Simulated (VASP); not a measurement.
# HgTe (F-43m) in VASP: a series of runs, part 2 of 2

VASP 6.6.1.

### Step 3. Single point, PBE (34.64 Å³/atom)

This run uses another cell than the first one, of 34.64 Å³/atom.

File INCAR:

```
SYSTEM = HgTe
ALGO = Normal
EDIFF = 1E-7
ENCUT = 520
GGA = PE
ISIF = 2
ISMEAR = 0
LASPH = .True.
LCHARG = .False.
LREAL = .False.
LWAVE = .False.
NBANDS = 16
NELM = 100
PREC = Accurate
SIGMA = 0.05
```

File KPOINTS:

```
k-points
0
Gamma
  6 6 6
  0 0 0
```

File POSCAR:

```
HgTe
1.0
    0.0000000000      3.2599372858      3.2599372858
    3.2599372858      0.0000000000      3.2599372858
    3.2599372858      3.2599372858      0.0000000000
Hg Te
1 1
Direct
    0.0000000000      0.0000000000      0.0000000000
    0.2500000000      0.2500000000      0.2500000000
```

Potentials or basis: VASP PAW PBE potentials, release 64 (Hg, Te).

Started as:

```
$ cat potpaw_PBE.64/Hg/POTCAR potpaw_PBE.64/Te/POTCAR > POTCAR
$ mpirun -np 1 vasp_std > vasp.out
```

OUTCAR:

```text
SYSTEM = HgTe
   EDIFF = 1E-7
   ENCUT = 520
   GGA = PE
   ISIF = 2
   ISMEAR = 0
   LASPH = .True.
   LREAL = .False.
   NELM = 100
   PREC = Accurate

 ion  position               nearest neighbor table
   1  0.000  0.000  0.000-   2 2.82   2 2.82   2 2.82   2 2.82
   2  0.250  0.250  0.250-   1 2.82   1 2.82   1 2.82   1 2.82

  LATTYP: Found a face centered cubic cell.
 ALAT       =     6.5198745716

  Lattice vectors:

 A1 = (   0.0000000000,   3.2599372858,   3.2599372858)
 A2 = (   3.2599372858,   0.0000000000,   3.2599372858)
 A3 = (   3.2599372858,   3.2599372858,   0.0000000000)

Analysis of symmetry for initial positions (statically):
=====================================================================
 Subroutine PRICEL returns:
 Original cell was already a primitive cell.

 Routine SETGRP: Setting up the symmetry group for a
 face centered cubic supercell.

 Subroutine GETGRP returns: Found 24 space group operations
 (whereof 24 operations were pure point group operations)
 out of a pool of 48 trial point group operations.

The static configuration has the point symmetry T_d .

Analysis of symmetry for dynamics (positions and initial velocities):
[... 152 lines left out ...]

 val. band max:        2.8316246348   @ k =   0.0000   0.0000   0.0000
 cond. band min:       3.5345430306   @ k =   0.5000   0.0000   0.0000
 fundamental gap:      0.7029183957
 Fermi energy:         2.8468531328

 k-point     1 :       0.0000    0.0000    0.0000
  band No.  band energies     occupation
      1      -8.9715      2.00000
      2      -4.3789      2.00000
      3      -4.3789      2.00000
      4      -4.3789      2.00000
      5      -3.8806      2.00000
      6      -3.8806      2.00000
[... 281 lines left out ...]
      3      -4.1114      2.00000
      4      -3.9912      2.00000
      5      -3.8636      2.00000
      6      -3.3399      2.00000
[... 8 lines left out ...]
     15      13.6330      0.00000
     16      13.9021      0.00000

------------------------ aborting loop because EDIFF is reached ----------------------------------------

  FORCE on cell =-STRESS in cart. coord.  units (eV):
  Direction    XX          YY          ZZ          XY          YZ          ZX
  --------------------------------------------------------------------------------------
  -------------------------------------------------------------------------------------
  Total        1.0853686      1.0853686      1.0853686      0.0000000      0.0000000      0.0000000
  in kB       25.0974794     25.0974794     25.0974794      0.0000000      0.0000000      0.0000000
  external PRESSURE =      25.0974794 kB  Pullay stress =       0.0000000 kB

 VOLUME and BASIS-vectors are now :
 -----------------------------------------------------------------------------
  energy-cutoff  :      520.00
  volume of cell :       69.29
      direct lattice vectors                 reciprocal lattice vectors
     0.000000000  3.259937286  3.259937286    -0.153377184  0.153377184  0.153377184
     3.259937286  0.000000000  3.259937286     0.153377184 -0.153377184  0.153377184
     3.259937286  3.259937286  0.000000000     0.153377184  0.153377184 -0.153377184

 POSITION                                       TOTAL-FORCE (eV/Angst)
 -----------------------------------------------------------------------------------
      0.00000      0.00000      0.00000         0.000000      0.000000      0.000000
      1.62997      1.62997      1.62997        -0.000000     -0.000000     -0.000000
 -----------------------------------------------------------------------------------
    total drift:                               -0.000000     -0.000000     -0.000000

  FREE ENERGIE OF THE ION-ELECTRON SYSTEM (eV)
  ---------------------------------------------------
  free  energy   TOTEN  =        -3.6078440786 eV

  energy  without entropy=       -3.6074869899  energy(sigma->0) =       -3.60766553
```

OSZICAR:

```text
N       E                     dE             d eps       ncg     rms          rms(c)
DAV:   1     0.105932498239E+03    0.10593E+03   -0.81336E+03   512   0.977E+02
DAV:   2    -0.104685072887E+00   -0.10604E+03   -0.99370E+02   608   0.224E+02
DAV:   3    -0.378424042112E+01   -0.36796E+01   -0.36715E+01   632   0.441E+01
DAV:   4    -0.381785235034E+01   -0.33612E-01   -0.33610E-01   760   0.380E+00
DAV:   5    -0.381798623412E+01   -0.13388E-03   -0.13388E-03   696   0.202E-01    0.724E+00
DAV:   6    -0.361555444887E+01    0.20243E+00   -0.39491E-01   584   0.836E+00    0.575E+00
DAV:   7    -0.360839967638E+01    0.71548E-02   -0.96026E-02   600   0.210E+00    0.216E+00
DAV:   8    -0.360777665895E+01    0.62302E-03   -0.10261E-02   592   0.115E+00    0.499E-01
DAV:   9    -0.360780031291E+01   -0.23654E-04   -0.73603E-04   616   0.315E-01    0.115E-01
DAV:  10    -0.360783065701E+01   -0.30344E-04   -0.90344E-05   632   0.836E-02    0.474E-02
DAV:  11    -0.360784601879E+01   -0.15362E-04   -0.33871E-05   584   0.430E-02    0.332E-02
DAV:  12    -0.360784428566E+01    0.17331E-05   -0.38333E-06   600   0.158E-02    0.184E-02
DAV:  13    -0.360784416738E+01    0.11828E-06   -0.56135E-07   616   0.366E-03    0.662E-03
DAV:  14    -0.360784406688E+01    0.10050E-06   -0.29235E-07   584   0.519E-03    0.389E-03
DAV:  15    -0.360784407856E+01   -0.11678E-07   -0.33131E-08   344   0.144E-03
   1 F= -.36078441E+01 E0= -.36076655E+01  d E =-.357089E-03
```

stdout:

```text
POSCAR found type information on POSCAR HgTe
 POSCAR found :  2 types and       2 ions
 scaLAPACK will be used
 LDA part: xc-table for (Slater+PW92), standard interpolation
 POSCAR, INCAR and KPOINTS ok, starting setup
 FFT: planning ... GRIDC
 FFT: planning ... GRID_SOFT
 FFT: planning ... GRID
 WAVECAR not read
 entering main loop
```

It took 10 s on 1 thread of Intel Xeon 6975P-C (Granite Rapids), shared host; peak memory 0.2 GiB.

What came out:

| Item | Value |
| --- | --- |
| Free energy | -3.6078 eV |
| Pressure | 2.5 GPa |
| Band gap on the k mesh | zero (filled and empty bands touch) |

Levels at points of the mesh, in eV from the Fermi level:
```tsv
k point	band 7	band 8	band 9	band 10	band 11	band 12
(0.00, 0.00, 0.00)	-0.81	-0.02	-0.02	-0.02	4.26	4.26
(0.50, 0.00, 0.00)	-5.34	-0.95	-0.95	0.69	5.04	5.04
(0.50, 0.50, 0.00)	-5.31	-2.18	-2.18	1.89	2.54	8.11
```

Caveat: semilocal functionals underestimate gaps, so a narrow gap can read as zero; spin-orbit coupling is left out, which moves the levels of the heavy elements.

### Step 4. Single point, PBE (36.79 Å³/atom)

This run uses another cell than the first one, of 36.79 Å³/atom.

File INCAR:

```
ALGO = Normal ; EDIFF = 1E-7
ENCUT = 520 ; GGA = PE
ISIF = 2 ; ISMEAR = 0
LASPH = T ; LCHARG = F
LREAL = F ; LWAVE = F
NBANDS = 16 ; NELM = 100
PREC = Accurate ; SIGMA = 0.05
```

File KPOINTS:

```
k-points
0
Gamma
  6 6 6
```

File POSCAR:

```
HgTe
1.0
    0.0000000000      3.3259388563      3.3259388563
    3.3259388563      0.0000000000      3.3259388563
    3.3259388563      3.3259388563      0.0000000000
Hg Te
1 1
Direct
    0.0000000000      0.0000000000      0.0000000000
    0.2500000000      0.2500000000      0.2500000000
```

Potentials or basis: VASP PAW PBE potentials, release 64 (Hg, Te).

Started as:

```
$ cat potpaw_PBE.64/Hg/POTCAR potpaw_PBE.64/Te/POTCAR > POTCAR
$ mpirun -np 1 vasp_std > vasp.out
```

OUTCAR:

```text
EDIFF = 1E-7
   ENCUT = 520
   GGA = PE
   ISIF = 2
   ISMEAR = 0
   LASPH = T
   LREAL = F
   NELM = 100
   PREC = Accurate

 ion  position               nearest neighbor table
   1  0.000  0.000  0.000-   2 2.88   2 2.88   2 2.88   2 2.88
   2  0.250  0.250  0.250-   1 2.88   1 2.88   1 2.88   1 2.88

  LATTYP: Found a face centered cubic cell.
 ALAT       =     6.6518777126

  Lattice vectors:

 A1 = (   0.0000000000,   3.3259388563,   3.3259388563)
 A2 = (   3.3259388563,   0.0000000000,   3.3259388563)
 A3 = (   3.3259388563,   3.3259388563,   0.0000000000)

Analysis of symmetry for initial positions (statically):
=====================================================================
 Subroutine PRICEL returns:
 Original cell was already a primitive cell.

 Routine SETGRP: Setting up the symmetry group for a
 face centered cubic supercell.

 Subroutine GETGRP returns: Found 24 space group operations
 (whereof 24 operations were pure point group operations)
 out of a pool of 48 trial point group operations.

The static configuration has the point symmetry T_d .

Analysis of symmetry for dynamics (positions and initial velocities):
[... 150 lines left out ...]
 E-fermi :   2.2498     XC(G=0):  -8.3532

 val. band max:        2.2345995092   @ k =   0.0000   0.0000   0.0000
 cond. band min:       2.9330659145   @ k =   0.5000   0.0000   0.0000
 fundamental gap:      0.6984664053
 Fermi energy:         2.2498279976

 k-point     1 :       0.0000    0.0000    0.0000
  band No.  band energies     occupation
      1      -9.1750      2.00000
      2      -4.6590      2.00000
      3      -4.6590      2.00000
      4      -4.6590      2.00000
      5      -4.2281      2.00000
      6      -4.2281      2.00000
[... 281 lines left out ...]
      3      -4.4295      2.00000
      4      -4.3187      2.00000
      5      -4.2116      2.00000
      6      -3.7717      2.00000
[... 8 lines left out ...]
     15      12.8713      0.00000
     16      13.1115      0.00000

------------------------ aborting loop because EDIFF is reached ----------------------------------------

  FORCE on cell =-STRESS in cart. coord.  units (eV):
  Direction    XX          YY          ZZ          XY          YZ          ZX
  --------------------------------------------------------------------------------------
  -------------------------------------------------------------------------------------
  Total        0.0360730      0.0360730      0.0360730     -0.0000000      0.0000000     -0.0000000
  in kB        0.7854525      0.7854525      0.7854525     -0.0000000      0.0000000     -0.0000000
  external PRESSURE =       0.7854525 kB  Pullay stress =       0.0000000 kB

 VOLUME and BASIS-vectors are now :
 -----------------------------------------------------------------------------
  energy-cutoff  :      520.00
  volume of cell :       73.58
      direct lattice vectors                 reciprocal lattice vectors
     0.000000000  3.325938856  3.325938856    -0.150333491  0.150333491  0.150333491
     3.325938856  0.000000000  3.325938856     0.150333491 -0.150333491  0.150333491
     3.325938856  3.325938856  0.000000000     0.150333491  0.150333491 -0.150333491

 POSITION                                       TOTAL-FORCE (eV/Angst)
 -----------------------------------------------------------------------------------
      0.00000      0.00000      0.00000        -0.000000     -0.000000     -0.000000
      1.66297      1.66297      1.66297         0.000000      0.000000      0.000000
 -----------------------------------------------------------------------------------
    total drift:                               -0.000000     -0.000000     -0.000000

  FREE ENERGIE OF THE ION-ELECTRON SYSTEM (eV)
  ---------------------------------------------------
  free  energy   TOTEN  =        -3.6415272694 eV

  energy  without entropy=       -3.6411701807  energy(sigma->0) =       -3.64134873
```

stdout:

```text
POSCAR found type information on POSCAR HgTe
 POSCAR found :  2 types and       2 ions
 scaLAPACK will be used
 LDA part: xc-table for (Slater+PW92), standard interpolation
 POSCAR, INCAR and KPOINTS ok, starting setup
 FFT: planning ... GRIDC
 FFT: planning ... GRID_SOFT
 FFT: planning ... GRID
 WAVECAR not read
 entering main loop
```

Wall time 9.9 s (1 thread of Intel Xeon 6975P-C (Granite Rapids), shared host); peak memory 0.21 GiB.

Results:

```
Free energy            : -3.6415 eV
Pressure               : 0.1 GPa
Band gap on the k mesh : zero (filled and empty bands touch)
```

Caveat: semilocal functionals underestimate gaps, so a narrow gap can read as zero; spin-orbit coupling is left out, which moves the levels of the heavy elements.

### Step 5. Single point, revPBE

This run uses another cell than the first one, of 35.48 Å³/atom.

File INCAR:

```
SYSTEM = HgTe
PREC = Accurate
ENCUT = 520
EDIFF = 1E-7
ISMEAR = 0
SIGMA = 0.05
LREAL = .False.
LASPH = .True.
NELM = 80
ALGO = Normal
ISIF = 2
LWAVE = .False.
LCHARG = .False.
GGA = RE
NBANDS = 16
```

File KPOINTS:

```
Automatic mesh
0
Gamma
  10 10 10
  0 0 0
```

File POSCAR:

```
HgTe
1.0
    0.0000000000      3.2860752822      3.2860752822
    3.2860752822      0.0000000000      3.2860752822
    3.2860752822      3.2860752822      0.0000000000
Hg Te
1 1
Direct
    0.0000000000      0.0000000000      0.0000000000
    0.2500000000      0.2500000000      0.2500000000
```

Potentials or basis: VASP PAW PBE potentials, release 64 (Hg, Te).

Started as:

```
$ cat potpaw_PBE.64/Hg/POTCAR potpaw_PBE.64/Te/POTCAR > POTCAR
$ mpirun -np 1 vasp_std > vasp.out
```

OUTCAR:

```text
SYSTEM = HgTe
   PREC = Accurate
   ENCUT = 520
   EDIFF = 1E-7
   ISMEAR = 0
   LREAL = .False.
   LASPH = .True.
   NELM = 80
   ISIF = 2
   GGA = RE

 ion  position               nearest neighbor table
   1  0.000  0.000  0.000-   2 2.85   2 2.85   2 2.85   2 2.85
   2  0.250  0.250  0.250-   1 2.85   1 2.85   1 2.85   1 2.85

  LATTYP: Found a face centered cubic cell.
 ALAT       =     6.5721505644

  Lattice vectors:

 A1 = (   0.0000000000,   3.2860752822,   3.2860752822)
[... 641 lines left out ...]

------------------------ aborting loop because EDIFF is reached ----------------------------------------

  FORCE on cell =-STRESS in cart. coord.  units (eV):
  Direction    XX          YY          ZZ          XY          YZ          ZX
  --------------------------------------------------------------------------------------
  -------------------------------------------------------------------------------------
  Total        1.1301877      1.1301877      1.1301877      0.0000000     -0.0000000      0.0000000
  in kB       25.5151800     25.5151800     25.5151800      0.0000000     -0.0000000      0.0000000
  external PRESSURE =      25.5151800 kB  Pullay stress =       0.0000000 kB

 VOLUME and BASIS-vectors are now :
 -----------------------------------------------------------------------------
  energy-cutoff  :      520.00
  volume of cell :       70.97
      direct lattice vectors                 reciprocal lattice vectors
     0.000000000  3.286075282  3.286075282    -0.152157196  0.152157196  0.152157196
     3.286075282  0.000000000  3.286075282     0.152157196 -0.152157196  0.152157196
     3.286075282  3.286075282  0.000000000     0.152157196  0.152157196 -0.152157196

 POSITION                                       TOTAL-FORCE (eV/Angst)
 -----------------------------------------------------------------------------------
      0.00000      0.00000      0.00000         0.000000      0.000000      0.000000
      1.64304      1.64304      1.64304        -0.000000     -0.000000     -0.000000
 -----------------------------------------------------------------------------------
    total drift:                               -0.000000     -0.000000     -0.000000

  FREE ENERGIE OF THE ION-ELECTRON SYSTEM (eV)
  ---------------------------------------------------
  free  energy   TOTEN  =        -2.9967587211 eV

  energy  without entropy=       -2.9966800511  energy(sigma->0) =       -2.99671939
```

OSZICAR:

```text
N       E                     dE             d eps       ncg     rms          rms(c)
DAV:   1     0.105603082552E+03    0.10560E+03   -0.79129E+03  1512   0.962E+02
DAV:   2     0.589270523845E+00   -0.10501E+03   -0.98451E+02  1736   0.227E+02
DAV:   3    -0.314739643817E+01   -0.37367E+01   -0.37284E+01  1840   0.441E+01
DAV:   4    -0.318429329377E+01   -0.36897E-01   -0.36895E-01  2248   0.395E+00
DAV:   5    -0.318443639680E+01   -0.14310E-03   -0.14310E-03  1952   0.212E-01    0.692E+00
DAV:   6    -0.300033218096E+01    0.18410E+00   -0.36189E-01  1720   0.775E+00    0.550E+00
DAV:   7    -0.299581943729E+01    0.45127E-02   -0.93181E-02  1712   0.204E+00    0.206E+00
DAV:   8    -0.299631882898E+01   -0.49939E-03   -0.99312E-03  1728   0.111E+00    0.469E-01
DAV:   9    -0.299662588401E+01   -0.30706E-03   -0.86186E-04  1912   0.317E-01    0.116E-01
DAV:  10    -0.299671275513E+01   -0.86871E-04   -0.12079E-04  1768   0.912E-02    0.484E-02
DAV:  11    -0.299676045509E+01   -0.47700E-04   -0.10104E-04  1736   0.660E-02    0.423E-02
DAV:  12    -0.299675832426E+01    0.21308E-05   -0.50620E-06  1824   0.191E-02    0.228E-02
DAV:  13    -0.299675835066E+01   -0.26403E-07   -0.22206E-06  1768   0.783E-03    0.563E-03
DAV:  14    -0.299675851588E+01   -0.16522E-06   -0.48612E-07  1792   0.592E-03    0.644E-03
DAV:  15    -0.299675861625E+01   -0.10037E-06   -0.53677E-08  1480   0.200E-03    0.252E-03
DAV:  16    -0.299675872959E+01   -0.11334E-06   -0.30371E-08  1328   0.106E-03    0.412E-04
DAV:  17    -0.299675872108E+01    0.85051E-08   -0.27105E-09   912   0.332E-04
   1 F= -.29967587E+01 E0= -.29967194E+01  d E =-.786699E-04
```

Wall time 26 s (1 thread of Intel Xeon 6975P-C (Granite Rapids), shared host); peak memory 0.23 GiB.

What came out:

```yaml
Free_energy: -2.9968 eV
Pressure: 2.6 GPa
Band_gap_on_the_k_mesh: zero (filled and empty bands touch)
```

Levels at points of the mesh, in eV from the Fermi level:
| k point | band 7 | band 8 | band 9 | band 10 | band 11 | band 12 |
| --- | --- | --- | --- | --- | --- | --- |
| (0.00, 0.00, 0.00) | -0.79 | -0.02 | -0.02 | -0.02 | 4.34 | 4.34 |
| (0.50, 0.00, 0.00) | -5.15 | -0.90 | -0.90 | 0.75 | 5.11 | 5.11 |
| (0.50, 0.50, 0.00) | -5.16 | -2.07 | -2.07 | 1.95 | 2.73 | 8.18 |

Caveat: semilocal functionals underestimate gaps, so a narrow gap can read as zero; the PAW data sets were made with another functional, which shifts forces and pressure a little; spin-orbit coupling is left out, which moves the levels of the heavy elements.

### Step 6. The runs side by side

```csv
level,cell,k mesh,gap on the mesh (eV),pressure (GPa)
PBE,"a = 4.574 Å, angles 60.0°, 2 atoms",6 × 6 × 6,none,3.7
PBE,"a = 4.610 Å, angles 60.0°, 2 atoms",6 × 6 × 6,none,2.5
PBE,"a = 4.704 Å, angles 60.0°, 2 atoms",6 × 6 × 6,none,0.1
revPBE,"a = 4.647 Å, angles 60.0°, 2 atoms",10 × 10 × 10,none,2.6
```

Alike in all rows: task single point; potentials or basis VASP PAW PBE potentials, release 64 (Hg, Te); no spin polarisation; cutoff (eV) 520; smearing gaussian 0.05 eV.

Caveats: semilocal functionals underestimate gaps, so a narrow gap can read as zero; spin-orbit coupling is left out, which moves the levels of the heavy elements; the cell stands under pressure (at least some runs); the PAW data sets were made with another functional, which shifts forces and pressure a little (at least some runs).

Absolute energies hang on the potentials; compare differences alone.
